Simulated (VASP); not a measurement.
# HgTe (F-43m) in VASP: further runs, part 2 of 2

VASP 6.6.1.

## 5. Single point, PBE (39.02 Å³/atom)

This run uses another cell than the first one, of 39.02 Å³/atom.

File INCAR:

```
SYSTEM = HgTe
PREC = Accurate ; ENCUT = 520
EDIFF = 1E-6 ; ISMEAR = 0
SIGMA = 0.1 ; LREAL = .FALSE.
LASPH = .TRUE. ; NELM = 80
ALGO = Normal ; ISIF = 2
LWAVE = .FALSE. ; LCHARG = .FALSE.
GGA = PE ; NBANDS = 16
```

File KPOINTS:

```
regular mesh
0
G
  12 12 12
  0 0 0
```

File POSCAR:

```
HgTe
1.0
    0.0000000000      3.3916480453      3.3916480453
    3.3916480453      0.0000000000      3.3916480453
    3.3916480453      3.3916480453      0.0000000000
Hg Te
1 1
Direct
    0.0000000000      0.0000000000      0.0000000000
    0.2500000000      0.2500000000      0.2500000000
```

Potentials or basis: VASP PAW PBE potentials, release 64 (Hg, Te).

The run is started by

```console
cat potpaw_PBE.64/Hg/POTCAR potpaw_PBE.64/Te/POTCAR > POTCAR
mpirun -np 1 vasp_std > vasp.out
```

OUTCAR:

```text
SYSTEM = HgTe
   PREC = Accurate
   ENCUT = 520
   EDIFF = 1E-6
   ISMEAR = 0
   LREAL = .FALSE.
   LASPH = .TRUE.
   NELM = 80
   ISIF = 2
   GGA = PE

 ion  position               nearest neighbor table
   1  0.000  0.000  0.000-   2 2.94   2 2.94   2 2.94   2 2.94
   2  0.250  0.250  0.250-   1 2.94   1 2.94   1 2.94   1 2.94

  LATTYP: Found a face centered cubic cell.
 ALAT       =     6.7832960906

  Lattice vectors:

 A1 = (   0.0000000000,   3.3916480453,   3.3916480453)
 A2 = (   3.3916480453,   0.0000000000,   3.3916480453)
 A3 = (   3.3916480453,   3.3916480453,   0.0000000000)

Analysis of symmetry for initial positions (statically):
=====================================================================
 Subroutine PRICEL returns:
 Original cell was already a primitive cell.

 Routine SETGRP: Setting up the symmetry group for a
 face centered cubic supercell.

 Subroutine GETGRP returns: Found 24 space group operations
 (whereof 24 operations were pure point group operations)
 out of a pool of 48 trial point group operations.

The static configuration has the point symmetry T_d .

Analysis of symmetry for dynamics (positions and initial velocities):
=====================================================================
 Subroutine PRICEL returns:
 Original cell was already a primitive cell.

 Routine SETGRP: Setting up the symmetry group for a
 face centered cubic supercell.

 Subroutine GETGRP returns: Found 24 space group operations
 (whereof 24 operations were pure point group operations)
 out of a pool of 48 trial point group operations.

The dynamic configuration has the point symmetry T_d .

 Subroutine INISYM returns: Found 24 space group operations
 (whereof 24 operations are pure point group operations),
[... 97 lines left out ...]
   LREAL  =      F    real-space projection
[... 7 lines left out ...]
   TEBEG  =    0.0;   TEEND  =   0.0 temperature during run
   PSTRESS=    0.0 pullay stress
   NELECT =      18.0000    total number of electrons
   NUPDOWN=      -1.0000    fix difference up-down
   EMIN   =  10.00;   EMAX   =-10.00  energy-range for DOS
   EFERMI =   0.00;   METHOD = LEGACY
   ISMEAR =     0;   SIGMA  =   0.10  broadening in eV -4-tet -1-fermi 0-gaus
   EFERMI_NEDOS =   21; number of points for ismear=-14 and -15
   IALGO  =     38    algorithm
   IMIX   =      4    mixing-type and parameters
     AMIX     =   0.40;   BMIX     =  1.00
     AMIX_MAG =   1.60;   BMIX_MAG =  1.00
  volume/ion in A,a.u.               =      39.02       263.29
  Fermi-wavevector in a.u.,A,eV,Ry     =   1.004026  1.897334 13.715596  1.008068
  Thomas-Fermi vector in A             =   2.136615
   LORBIT       =      0    0 simple, 1 ext, 2 COOP (PROOUT), +10 PAW based schemes
   GGA     = PE    functional components
   LHFCALC =     F    Hartree Fock is set to
   AEXX    =    0.0000 exact exchange contribution
   IVDW    =     0    specifies the selected vdW correction
   LEPSILON=     F    determine dielectric tensor
   LRPA    =     F    only Hartree local field effects (RPA)
 non-spin polarized calculation
 Gauss-broadening in eV      SIGMA  =   0.10
  energy-cutoff  :      520.00
  volume of cell :       78.03
 maximum number of plane-waves:      2126
   NGX = 17   NGY = 17   NGZ = 17

 number of electron      18.0000001 magnetization

 Free energy of the ion-electron system (eV)
  ---------------------------------------------------
  ext. energy  EPLUGINS =         0.00000000
  ---------------------------------------------------
  free energy    TOTEN  =        -3.62792652 eV

  energy without entropy =       -3.62775397  energy(sigma->0) =       -3.62784024

 E-fermi :   1.7677     XC(G=0):  -8.0976

 val. band max:        1.6899784768   @ k =   0.0000   0.0000   0.0000
 cond. band min:       1.9910937790   @ k =   0.0833   0.0000   0.0000
 fundamental gap:      0.3011153022
 Fermi energy:         1.7677232933

 k-point     1 :       0.0000    0.0000    0.0000
  band No.  band energies     occupation
      1      -9.3783      2.00000
      2      -4.9268      2.00000
      3      -4.9268      2.00000
      4      -4.9268      2.00000
      5      -4.5549      2.00000
      6      -4.5549      2.00000
[... 433 lines left out ...]
      3      -4.8068      2.00000
      4      -4.5624      2.00000
      5      -4.5464      2.00000
      6      -4.3121      2.00000
[... 8 lines left out ...]
     15      10.8821      0.00000
     16      11.1338      0.00000

 [... further k-points ...]
[... 5 lines left out ...]
  --------------------------------------------------------------------------------------
  -------------------------------------------------------------------------------------
  Total       -0.8302872     -0.8302872     -0.8302872      0.0000000      0.0000000      0.0000000
  in kB      -17.0481238    -17.0481238    -17.0481238      0.0000000      0.0000000      0.0000000
  external PRESSURE =     -17.0481238 kB  Pullay stress =       0.0000000 kB

 VOLUME and BASIS-vectors are now :
 -----------------------------------------------------------------------------
  energy-cutoff  :      520.00
  volume of cell :       78.03
      direct lattice vectors                 reciprocal lattice vectors
     0.000000000  3.391648045  3.391648045    -0.147420957  0.147420957  0.147420957
     3.391648045  0.000000000  3.391648045     0.147420957 -0.147420957  0.147420957
     3.391648045  3.391648045  0.000000000     0.147420957  0.147420957 -0.147420957

 POSITION                                       TOTAL-FORCE (eV/Angst)
 -----------------------------------------------------------------------------------
      0.00000      0.00000      0.00000         0.000000      0.000000      0.000000
      1.69582      1.69582      1.69582        -0.000000     -0.000000     -0.000000
 -----------------------------------------------------------------------------------
    total drift:                               -0.000000     -0.000000     -0.000000

  FREE ENERGIE OF THE ION-ELECTRON SYSTEM (eV)
  ---------------------------------------------------
  free  energy   TOTEN  =        -3.6279265152 eV

  energy  without entropy=       -3.6277539714  energy(sigma->0) =       -3.62784024
```

It took 65 s on 1 thread of Intel Xeon Platinum 8259CL at 2.50GHz (Skylake/Cascade Lake), shared host; peak memory 0.26 GiB.

What came out:

```
Free energy            : -3.6279 eV
Pressure               : -1.7 GPa
Band gap on the k mesh : zero (filled and empty bands touch)
```

Caveat: semilocal functionals underestimate gaps, and a narrow one can read as zero; spin-orbit coupling is left out, which moves the levels of the heavy elements.

## 6. Summary

| cell | gap on the mesh (eV) | pressure (GPa) |
| --- | --- | --- |
| a = 4.608 Å, angles 60.0°, 2 atoms | none | 2.5 |
| a = 4.657 Å, angles 60.0°, 2 atoms | none | 1.1 |
| a = 4.751 Å, angles 60.0°, 2 atoms | none | -0.9 |
| a = 4.797 Å, angles 60.0°, 2 atoms | none | -1.7 |

Alike in all rows: task single point; level PBE; potentials or basis VASP PAW PBE potentials, release 64 (Hg, Te); no spin polarisation; k mesh 12 × 12 × 12; cutoff (eV) 520; smearing gaussian 0.1 eV.

Caveats: semilocal functionals underestimate gaps, and a narrow one can read as zero; spin-orbit coupling is left out, which moves the levels of the heavy elements.

Total energies depend on the potentials used, so only differences within one code and one set of settings carry meaning.

The gap in the log of VASP goes by the Fermi energy; the results here count the filled bands.